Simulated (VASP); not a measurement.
# YB (Fm-3m) in VASP: further runs, part 2 of 2

VASP 6.6.1.

## (5) Single point, PBEsol (18.55 Å³/atom)

This run uses another cell than the first one, of 18.55 Å³/atom.

INCAR

```
SYSTEM = YB
PREC = Accurate
ENCUT = 520
EDIFF = 1E-6
ISMEAR = 0
SIGMA = 0.05
LREAL = .FALSE.
LASPH = .TRUE.
NELM = 80
ALGO = Normal
ISIF = 2
LWAVE = .FALSE.
LCHARG = .TRUE.
GGA = PS
LELF = .TRUE.
LVHAR = .TRUE.
NBANDS = 14
```

KPOINTS

```
Automatic mesh
0
G
  10 10 10
  0 0 0
```

POSCAR

```
YB
1.0
    0.0000000000      2.6470820792      2.6470820792
    2.6470820792      0.0000000000      2.6470820792
    2.6470820792      2.6470820792      0.0000000000
Y B
1 1
Direct
    0.5000000000      0.5000000000      0.5000000000
    0.0000000000      0.0000000000      0.0000000000
```

Potentials or basis: VASP PAW PBE potentials, release 64 (Y_sv, B).

Launch:

```
cat potpaw_PBE.64/Y_sv/POTCAR potpaw_PBE.64/B/POTCAR > POTCAR
mpirun -np 1 vasp_std > vasp.out
```

OUTCAR:

```text
SYSTEM = YB
   PREC = Accurate
   ENCUT = 520
   EDIFF = 1E-6
   ISMEAR = 0
   LREAL = .FALSE.
   LASPH = .TRUE.
   NELM = 80
   ISIF = 2
   GGA = PS

 ion  position               nearest neighbor table
   1  0.500  0.500  0.500-   2 2.65   2 2.65   2 2.65   2 2.65   2 2.65   2 2.65
   2  0.000  0.000  0.000-   1 2.65   1 2.65   1 2.65   1 2.65   1 2.65   1 2.65

  LATTYP: Found a face centered cubic cell.
 ALAT       =     5.2941641584

  Lattice vectors:

 A1 = (   0.0000000000,   2.6470820792,   2.6470820792)
 A2 = (   2.6470820792,   0.0000000000,   2.6470820792)
 A3 = (   2.6470820792,   2.6470820792,   0.0000000000)

Analysis of symmetry for initial positions (statically):
=====================================================================
 Subroutine PRICEL returns:
 Original cell was already a primitive cell.

 Routine SETGRP: Setting up the symmetry group for a
 face centered cubic supercell.

 Subroutine GETGRP returns: Found 48 space group operations
 (whereof 48 operations were pure point group operations)
 out of a pool of 48 trial point group operations.

The static configuration has the point symmetry O_h .

Analysis of symmetry for dynamics (positions and initial velocities):
=====================================================================
 Subroutine PRICEL returns:
 Original cell was already a primitive cell.

 Routine SETGRP: Setting up the symmetry group for a
 face centered cubic supercell.

 Subroutine GETGRP returns: Found 48 space group operations
 (whereof 48 operations were pure point group operations)
 out of a pool of 48 trial point group operations.

The dynamic configuration has the point symmetry O_h .

 Subroutine INISYM returns: Found 48 space group operations
 (whereof 48 operations are pure point group operations),
 and found     1 'primitive' translations

----------------------------------------------------------------------------------------

                                     Primitive cell

  volume of cell :      37.0964

  direct lattice vectors                    reciprocal lattice vectors
     0.000000000  2.647082079  2.647082079    -0.188887229  0.188887229  0.188887229
     2.647082079  0.000000000  2.647082079     0.188887229 -0.188887229  0.188887229
     2.647082079  2.647082079  0.000000000     0.188887229  0.188887229 -0.188887229

  length of vectors
     3.743539377  3.743539377  3.743539377     0.327162278  0.327162278  0.327162278

  position of ions in fractional coordinates (direct lattice)
     0.500000000  0.500000000  0.500000000
     0.000000000  0.000000000  0.000000000

  ion indices of the primitive-cell ions
   primitive index   ion index
                 1           1
                 2           2

----------------------------------------------------------------------------------------

 KPOINTS: Automatic mesh

Automatic generation of k-mesh.
 Grid dimensions read from file:
 generate k-points for:   10   10   10

 Generating k-lattice:

  Cartesian coordinates                     Fractional coordinates (reciprocal lattice)
    -0.018888723  0.018888723  0.018888723     0.100000000  0.000000000  0.000000000
     0.018888723 -0.018888723  0.018888723     0.000000000  0.100000000  0.000000000
     0.018888723  0.018888723 -0.018888723     0.000000000  0.000000000  0.100000000

  Length of vectors
     0.032716228  0.032716228  0.032716228

  Shift w.r.t. Gamma in fractional coordinates (k-lattice)
     0.000000000  0.000000000  0.000000000

 Subroutine IBZKPT returns following result:
[... 37 lines left out ...]
   NGX,Y,Z   is equivalent  to a cutoff of  12.43, 12.43, 12.43 a.u.
   NGXF,Y,Z  is equivalent  to a cutoff of  24.87, 24.87, 24.87 a.u.
 SYSTEM =  YB
   PREC   = accura    normal or accurate (medium, high low for compatibility)
   ISTART =      0    job   : 0-new  1-cont  2-samecut
   ICHARG =      2    charge: 1-file 2-atom 10-const
   ISPIN  =      1    spin polarized calculation?
   LNONCOLLINEAR =      F non collinear calculations
   LSORBIT =      F    spin-orbit coupling
   LASPH  =      T    aspherical Exc in radial PAW
   ENCUT  =  520.0 eV  38.22 Ry    6.18 a.u.   6.96  6.96  6.96*2*pi/ulx,y,z
   NELM   =     80;   NELMIN=  2; NELMDL= -5     # of ELM steps
   EDIFF  = 0.1E-05   stopping-criterion for ELM
   LREAL  =      F    real-space projection
   EDIFFG = 0.1E-04   stopping-criterion for IOM
   NSW    =      0    number of steps for IOM
   IBRION =     -1    ionic relax: 0-MD 1-quasi-New 2-CG
   NFREE  =      0    steps in history (QN), initial steepest desc. (CG)
   ISIF   =      2    stress and relaxation
   ISYM   =      2    0-nonsym 1-usesym 2-fastsym
   POTIM  = 0.5000    time-step for ionic-motion
   TEBEG  =    0.0;   TEEND  =   0.0 temperature during run
   PSTRESS=    0.0 pullay stress
   NELECT =      14.0000    total number of electrons
   NUPDOWN=      -1.0000    fix difference up-down
   EMIN   =  10.00;   EMAX   =-10.00  energy-range for DOS
   EFERMI =   0.00;   METHOD = LEGACY
   ISMEAR =     0;   SIGMA  =   0.05  broadening in eV -4-tet -1-fermi 0-gaus
   EFERMI_NEDOS =   21; number of points for ismear=-14 and -15
   IALGO  =     38    algorithm
   IMIX   =      4    mixing-type and parameters
     AMIX     =   0.40;   BMIX     =  1.00
     AMIX_MAG =   1.60;   BMIX_MAG =  1.00
  volume/ion in A,a.u.               =      18.55       125.17
  Fermi-wavevector in a.u.,A,eV,Ry     =   1.183060  2.235659 19.043135  1.399631
  Thomas-Fermi vector in A             =   2.319302
   LORBIT       =      0    0 simple, 1 ext, 2 COOP (PROOUT), +10 PAW based schemes
   GGA     = PS    functional components
   LHFCALC =     F    Hartree Fock is set to
   AEXX    =    0.0000 exact exchange contribution
   IVDW    =     0    specifies the selected vdW correction
   LEPSILON=     F    determine dielectric tensor
   LRPA    =     F    only Hartree local field effects (RPA)
 non-spin polarized calculation
 Gauss-broadening in eV      SIGMA  =   0.05
  energy-cutoff  :      520.00
  volume of cell :       37.10
 maximum number of plane-waves:      1010
   NGX = 13   NGY = 13   NGZ = 13

 number of electron      14.0000000 magnetization

 Free energy of the ion-electron system (eV)
  ---------------------------------------------------
  ext. energy  EPLUGINS =         0.00000000
  ---------------------------------------------------
  free energy    TOTEN  =       -13.22854011 eV

  energy without entropy =      -13.22303189  energy(sigma->0) =      -13.22578600

 E-fermi :   2.8364     XC(G=0): -10.4129

 val. band max:        2.8338187684   @ k =  -0.2000   0.2000   0.0000
 cond. band min:       2.8556614336   @ k =   0.4000   0.1000   0.0000
 fundamental gap:      0.0218426652
 Fermi energy:         2.8364002706

 k-point     1 :       0.0000    0.0000    0.0000
  band No.  band energies     occupation
      1     -38.1658      2.00000
      2     -18.0456      2.00000
      3     -18.0456      2.00000
      4     -18.0456      2.00000
      5      -4.5045      2.00000
      6       5.5148      0.00000
      7       5.5148      0.00000
      8       5.5148      0.00000
      9       5.5642      0.00000
     10       5.5642      0.00000
     11       5.5642      0.00000
     12       6.9158      0.00000
     13       6.9158      0.00000
     14      11.0741      0.00000
[... 377 lines left out ...]
      1     -38.1198      2.00000
      2     -18.3882      2.00000
      3     -18.1831      2.00000
      4     -18.1688      2.00000
      5      -2.7367      2.00000
      6       1.5899      2.00000
      7       3.0861      0.00000
      8       4.0280      0.00000
      9       4.7308      0.00000
     10       8.3278      0.00000
     11       9.2845      0.00000
     12       9.3902      0.00000
     13      11.3981      0.00000
     14      13.0611      0.00000

 [... further k-points ...]

------------------------ aborting loop because EDIFF is reached ----------------------------------------

  FORCE on cell =-STRESS in cart. coord.  units (eV):
  Direction    XX          YY          ZZ          XY          YZ          ZX
  --------------------------------------------------------------------------------------
  -------------------------------------------------------------------------------------
  Total       -0.0164768     -0.0164768     -0.0164768      0.0000000     -0.0000000      0.0000000
  in kB       -0.7116270     -0.7116270     -0.7116270      0.0000000     -0.0000000      0.0000000
  external PRESSURE =      -0.7116270 kB  Pullay stress =       0.0000000 kB

 VOLUME and BASIS-vectors are now :
 -----------------------------------------------------------------------------
  energy-cutoff  :      520.00
  volume of cell :       37.10
      direct lattice vectors                 reciprocal lattice vectors
     0.000000000  2.647082079  2.647082079    -0.188887229  0.188887229  0.188887229
     2.647082079  0.000000000  2.647082079     0.188887229 -0.188887229  0.188887229
     2.647082079  2.647082079  0.000000000     0.188887229  0.188887229 -0.188887229

 POSITION                                       TOTAL-FORCE (eV/Angst)
 -----------------------------------------------------------------------------------
      2.64708      2.64708      2.64708         0.000000     -0.000000     -0.000000
      0.00000      0.00000      0.00000        -0.000000      0.000000      0.000000
 -----------------------------------------------------------------------------------
    total drift:                                0.000000      0.000000      0.000000

  FREE ENERGIE OF THE ION-ELECTRON SYSTEM (eV)
  ---------------------------------------------------
  free  energy   TOTEN  =       -13.2285401131 eV

  energy  without entropy=      -13.2230318880  energy(sigma->0) =      -13.22578600
```

OSZICAR:

```text
N       E                     dE             d eps       ncg     rms          rms(c)
DAV:   1     0.365928795001E+02    0.36593E+02   -0.70654E+03  1316   0.961E+02
DAV:   2    -0.115848332276E+02   -0.48178E+02   -0.45897E+02  1750   0.194E+02
DAV:   3    -0.141074902899E+02   -0.25227E+01   -0.24902E+01  1900   0.321E+01
DAV:   4    -0.142274481710E+02   -0.11996E+00   -0.11992E+00  1560   0.495E+00
DAV:   5    -0.142286061048E+02   -0.11579E-02   -0.11579E-02  1812   0.483E-01    0.324E+01
DAV:   6    -0.132682561615E+02    0.96035E+00   -0.12889E+00  1532   0.712E+00    0.238E+01
DAV:   7    -0.132411796906E+02    0.27076E-01   -0.37242E-01  1966   0.385E+00    0.782E+00
DAV:   8    -0.132302924006E+02    0.10887E-01   -0.68618E-02  1550   0.165E+00    0.382E-01
DAV:   9    -0.132291734985E+02    0.11189E-02   -0.85235E-03  1526   0.576E-01    0.197E-01
DAV:  10    -0.132285363151E+02    0.63718E-03   -0.12517E-03  1564   0.281E-01    0.103E-01
DAV:  11    -0.132285445600E+02   -0.82448E-05   -0.11941E-04  1520   0.903E-02    0.581E-02
DAV:  12    -0.132285398830E+02    0.46769E-05   -0.11287E-05  1556   0.281E-02    0.147E-02
DAV:  13    -0.132285401131E+02   -0.23005E-06   -0.55362E-07   874   0.602E-03
   1 F= -.13228540E+02 E0= -.13225786E+02  d E =-.550823E-02
```

Run time: 24 s. Hardware: 1 thread of Intel Xeon Platinum 8375C at 2.90GHz (Ice Lake), shared host; peak memory 0.18 GiB.

Results:

```
Free energy            : -13.2285 eV
Pressure               : -0.1 GPa
Band gap on the k mesh : zero (bands 7 and 8 overlap by 3.14 eV)
```

Caveat: the PAW data sets were made with another functional, which shifts forces and pressure a little.

## (6) Overview

| cell | gap on the mesh (eV) | pressure (GPa) |
| --- | --- | --- |
| a = 3.693 Å, angles 60.0°, 2 atoms | none | 4.0 |
| a = 3.732 Å, angles 60.0°, 2 atoms | none | 0.8 |
| a = 3.739 Å, angles 60.0°, 2 atoms | none | 0.3 |
| a = 3.744 Å, angles 60.0°, 2 atoms | none | -0.1 |

Alike in all rows: task single point; level PBEsol; potentials or basis VASP PAW PBE potentials, release 64 (Y_sv, B); no spin polarisation; k mesh 10 × 10 × 10; cutoff (eV) 520; smearing gaussian 0.05 eV.

Caveats: the PAW data sets were made with another functional, which shifts forces and pressure a little; the cell stands under pressure (at least some runs).

Absolute energies hang on the potentials; compare differences alone.

The gap in the log of VASP goes by the Fermi energy; the results here count the filled bands.